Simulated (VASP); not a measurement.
# CdS (Hawleyite) (F-43m) in VASP: further runs, part 2 of 2

VASP 6.6.1.

## Step 4: Single point, r2SCAN+rVV10

This run uses another cell than the first one, of 24.31 Å³/atom, 1.043 times its volume.

File POSCAR:

```
CdS
1.0
    0.0000000000      2.8969255847      2.8969255847
    2.8969255847      0.0000000000      2.8969255847
    2.8969255847      2.8969255847      0.0000000000
Cd S
1 1
Direct
    0.0000000000      0.0000000000      0.0000000000
    0.7500000000      0.7500000000      0.7500000000
```

File INCAR.step1:

```
SYSTEM = CdS
PREC = Accurate ; ENCUT = 520
ISMEAR = -1 ; SIGMA = 0.05
LREAL = .False. ; LASPH = .True.
NELM = 60 ; NBANDS = 16
GGA = PE ; ALGO = Normal
EDIFF = 1E-4 ; LWAVE = .True.
LCHARG = .False.
```

File INCAR.step2:

```
SYSTEM = CdS
PREC = Accurate ; ENCUT = 520
EDIFF = 1E-6 ; ISMEAR = -1
SIGMA = 0.05 ; LREAL = .False.
LASPH = .True. ; NELM = 60
ALGO = Normal ; ISIF = 2
LWAVE = .False. ; LCHARG = .False.
METAGGA = R2SCAN ; LMIXTAU = .True.
LUSE_VDW = .True. ; IVDW_NL = 2
BPARAM = 11.95 ; CPARAM = 0.0093
NBANDS = 16 ; ISTART = 1
```

File KPOINTS:

```
Automatic mesh
0
Gamma
  8 8 8
  0 0 0
```

Potentials or basis: VASP PAW PBE potentials, release 64 (Cd, S).

Command:

```console
cat potpaw_PBE.64/Cd/POTCAR potpaw_PBE.64/S/POTCAR > POTCAR
cp INCAR.step1 INCAR
mpirun -np 1 vasp_std > vasp.out
cp INCAR.step2 INCAR
mpirun -np 1 vasp_std > vasp.out
```

OUTCAR:

```text
SYSTEM = CdS
   PREC = Accurate
   ENCUT = 520
   EDIFF = 1E-6
   ISMEAR = -1
   LREAL = .False.
   LASPH = .True.
   NELM = 60
   ISIF = 2
   METAGGA = R2SCAN
   IVDW_NL = 2
   BPARAM = 11.95
   ISTART = 1

 ion  position               nearest neighbor table
   1  0.000  0.000  0.000-   2 2.51   2 2.51   2 2.51   2 2.51
   2  0.750  0.750  0.750-   1 2.51   1 2.51   1 2.51   1 2.51

  LATTYP: Found a face centered cubic cell.
 ALAT       =     5.7938511694

  Lattice vectors:

 A1 = (   0.0000000000,   2.8969255847,   2.8969255847)
 A2 = (   2.8969255847,   0.0000000000,   2.8969255847)
 A3 = (   2.8969255847,   2.8969255847,   0.0000000000)

Analysis of symmetry for initial positions (statically):
=====================================================================
 Subroutine PRICEL returns:
 Original cell was already a primitive cell.

 Routine SETGRP: Setting up the symmetry group for a
 face centered cubic supercell.

 Subroutine GETGRP returns: Found 24 space group operations
 (whereof 24 operations were pure point group operations)
 out of a pool of 48 trial point group operations.

The static configuration has the point symmetry T_d .

Analysis of symmetry for dynamics (positions and initial velocities):
=====================================================================
 Subroutine PRICEL returns:
 Original cell was already a primitive cell.

 Routine SETGRP: Setting up the symmetry group for a
 face centered cubic supercell.

 Subroutine GETGRP returns: Found 24 space group operations
 (whereof 24 operations were pure point group operations)
 out of a pool of 48 trial point group operations.

The dynamic configuration has the point symmetry T_d .

 Subroutine INISYM returns: Found 24 space group operations
 (whereof 24 operations are pure point group operations),
[... 105 lines left out ...]
   TEBEG  =    0.0;   TEEND  =   0.0 temperature during run
   PSTRESS=    0.0 pullay stress
   NELECT =      18.0000    total number of electrons
   NUPDOWN=      -1.0000    fix difference up-down
   EMIN   =  10.00;   EMAX   =-10.00  energy-range for DOS
   EFERMI =   0.00;   METHOD = LEGACY
   ISMEAR =    -1;   SIGMA  =   0.05  broadening in eV -4-tet -1-fermi 0-gaus
   EFERMI_NEDOS =   21; number of points for ismear=-14 and -15
   IALGO  =     38    algorithm
   IMIX   =      4    mixing-type and parameters
     AMIX     =   0.40;   BMIX     =  1.00
     AMIX_MAG =   1.60;   BMIX_MAG =  1.00
  volume/ion in A,a.u.               =      24.31       164.06
  Fermi-wavevector in a.u.,A,eV,Ry     =   1.175488  2.221351 18.800161  1.381773
  Thomas-Fermi vector in A             =   2.311868
   LORBIT       =      0    0 simple, 1 ext, 2 COOP (PROOUT), +10 PAW based schemes
   METAGGA = R2SCAN    functional components
   LHFCALC =     F    Hartree Fock is set to
   AEXX    =    0.0000 exact exchange contribution
   IVDW_NL    =     2    kernel type
   BPARAM     =11.9500
   IVDW    =     0    specifies the selected vdW correction
   LEPSILON=     F    determine dielectric tensor
   LRPA    =     F    only Hartree local field effects (RPA)
 non-spin polarized calculation
  energy-cutoff  :      520.00
  volume of cell :       48.62
 maximum number of plane-waves:      1363
   NGX = 15   NGY = 15   NGZ = 15

 number of electron      18.0000008 magnetization

 Free energy of the ion-electron system (eV)
  ---------------------------------------------------
  ext. energy  EPLUGINS =         0.00000000
  ---------------------------------------------------
  free energy    TOTEN  =       -29.10542850 eV

  energy without entropy =      -29.10542849  energy(sigma->0) =      -29.10542849

 E-fermi :   2.0436     XC(G=0):  -9.9094

 val. band max:        1.2156400988   @ k =   0.0000   0.0000   0.0000
 cond. band min:       2.7955360779   @ k =   0.0000   0.0000   0.0000
 fundamental gap:      1.5798959791
 Fermi energy:         2.0435785242

 k-point     1 :       0.0000    0.0000    0.0000
  band No.  band energies     occupation
      1     -11.8014      2.00000
      2      -6.8182      2.00000
      3      -6.8182      2.00000
      4      -6.8182      2.00000
      5      -6.2707      2.00000
      6      -6.2707      2.00000
[... 433 lines left out ...]
      3      -6.5914      2.00000
      4      -6.3008      2.00000
      5      -6.2421      2.00000
      6      -5.7458      2.00000
[... 8 lines left out ...]
     15      14.0929      0.00000
     16      15.1055      0.00000

 [... further k-points ...]
[... 5 lines left out ...]
  --------------------------------------------------------------------------------------
  -------------------------------------------------------------------------------------
  Total        0.7313502      0.7313502      0.7313502      0.0000000     -0.0000000      0.0000000
  in kB       24.0987177     24.0987177     24.0987177      0.0000000     -0.0000000      0.0000000
  external PRESSURE =      24.0987177 kB  Pullay stress =       0.0000000 kB

 VOLUME and BASIS-vectors are now :
 -----------------------------------------------------------------------------
  energy-cutoff  :      520.00
  volume of cell :       48.62
      direct lattice vectors                 reciprocal lattice vectors
     0.000000000  2.896925585  2.896925585    -0.172596770  0.172596770  0.172596770
     2.896925585  0.000000000  2.896925585     0.172596770 -0.172596770  0.172596770
     2.896925585  2.896925585  0.000000000     0.172596770  0.172596770 -0.172596770

 POSITION                                       TOTAL-FORCE (eV/Angst)
 -----------------------------------------------------------------------------------
      0.00000      0.00000      0.00000         0.000000      0.000000      0.000000
      4.34539      4.34539      4.34539        -0.000000     -0.000000     -0.000000
 -----------------------------------------------------------------------------------
    total drift:                                0.000002      0.000002      0.000002

  FREE ENERGIE OF THE ION-ELECTRON SYSTEM (eV)
  ---------------------------------------------------
  free  energy   TOTEN  =       -29.1054284954 eV

  energy  without entropy=      -29.1054284934  energy(sigma->0) =      -29.10542849
```

OUTCAR.step1:

```text
SYSTEM = CdS
   PREC = Accurate
   ENCUT = 520
   ISMEAR = -1
   LREAL = .False.
   LASPH = .True.
[... 676 lines left out ...]
      0.00000      0.00000      0.00000         0.000000      0.000000     -0.000000
      4.34539      4.34539      4.34539        -0.000000     -0.000000      0.000000
 -----------------------------------------------------------------------------------
    total drift:                                0.000001      0.000001      0.000001

  FREE ENERGIE OF THE ION-ELECTRON SYSTEM (eV)
  ---------------------------------------------------
  free  energy   TOTEN  =        -6.0969165478 eV

  energy  without entropy=       -6.0969164756  energy(sigma->0) =       -6.09691651
```

OSZICAR.step1:

```text
N       E                     dE             d eps       ncg     rms          rms(c)
DAV:   1     0.110801184904E+03    0.11080E+03   -0.90455E+03   944   0.102E+03
DAV:   2    -0.238763531637E+01   -0.11319E+03   -0.10722E+03  1128   0.259E+02
DAV:   3    -0.661170078602E+01   -0.42241E+01   -0.42156E+01  1176   0.520E+01
DAV:   4    -0.663838118546E+01   -0.26680E-01   -0.26678E-01  1120   0.399E+00
DAV:   5    -0.663872885766E+01   -0.34767E-03   -0.34767E-03  1200   0.432E-01    0.849E+00
DAV:   6    -0.611665805807E+01    0.52207E+00   -0.82626E-01  1392   0.117E+01    0.675E+00
DAV:   7    -0.609650970604E+01    0.20148E-01   -0.20458E-01  1168   0.310E+00    0.323E+00
DAV:   8    -0.609681802621E+01   -0.30832E-03   -0.19177E-02  1088   0.178E+00    0.328E-01
DAV:   9    -0.609672946926E+01    0.88557E-04   -0.22340E-03  1096   0.718E-01    0.581E-02
DAV:  10    -0.609683868891E+01   -0.10922E-03   -0.24531E-04  1112   0.169E-01    0.633E-02
DAV:  11    -0.609691654775E+01   -0.77859E-04   -0.11649E-04   984   0.898E-02
   1 F= -.60969165E+01 E0= -.60969165E+01  d E =-.721964E-07
```

Run time: 59 s. Hardware: 1 thread of Intel Xeon 6975P-C (Granite Rapids), shared host; peak memory 0.29 GiB.

What came out:

* Free energy: -29.1054 eV
* Pressure: 2.4 GPa
* Band gap on the k mesh: 1.58 eV, direct

Levels at points of the mesh, in eV from the valence-band top:
```csv
k point,band 7,band 8,band 9,band 10,band 11,band 12
"(0.00, 0.00, 0.00)",0.00,0.00,0.00,1.58,7.04,7.04
"(0.50, 0.00, 0.00)",-4.62,-0.80,-0.80,3.47,7.44,7.44
"(0.50, 0.50, 0.00)",-4.09,-2.01,-2.01,3.73,4.74,9.82
```

Caveat: the PAW data sets were made with another functional, which shifts forces and pressure a little. r2SCAN opens gaps a little over a GGA but as a rule still falls short of measured ones.

## Step 5: Summary

| cell | gap on the mesh (eV) | pressure (GPa) |
| --- | --- | --- |
| a = 4.040 Å, angles 60.0°, 2 atoms | 1.67 | 5.8 |
| a = 4.069 Å, angles 60.0°, 2 atoms | 1.63 | 4.0 |
| a = 4.097 Å, angles 60.0°, 2 atoms | 1.58 | 2.4 |

Alike in all rows: task single point; level r2SCAN+rVV10; potentials or basis VASP PAW PBE potentials, release 64 (Cd, S); no spin polarisation; k mesh 8 × 8 × 8; cutoff (eV) 520; smearing fermi-dirac 0.05 eV.

Caveats: the PAW data sets were made with another functional, which shifts forces and pressure a little.

Absolute energies hang on the potentials; compare differences alone.
